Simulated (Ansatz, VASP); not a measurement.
InP in VASP and in Ansatz

```xyz
2
Lattice="0.0000 2.8550 2.8550 2.8550 0.0000 2.8550 2.8550 2.8550 0.0000" Properties=species:S:1:pos:R:3 pbc="T T T"
In    0.0000    0.0000    0.0000
P     2.8550    2.8550    2.8550
```

Alike in both runs: task single point; functional PBEsol; k mesh 16 × 16 × 16; occupations gaussian, width 0.15 eV; no spin polarisation.

```csv
,VASP,Ansatz
version,VASP 6.6.1,Ansatz 0.2.0
potentials or method,"VASP PAW PBE potentials, release 64 (In_d, P), cutoff 520 eV","scalar-relativistic, plane waves, PAW"
valence electrons in the cell,18,18
```

|  | VASP | Ansatz | Ansatz less VASP |
| --- | --- | --- | --- |
| gap on the k mesh at the Fermi level (eV) | none | none | - |
| pressure (GPa) | -8.2 | -8.2 | -0.02 |

VASP's potentials were made for PBE, not for PBEsol. A gap of «none» marks a metal or a gap that the smearing closes.
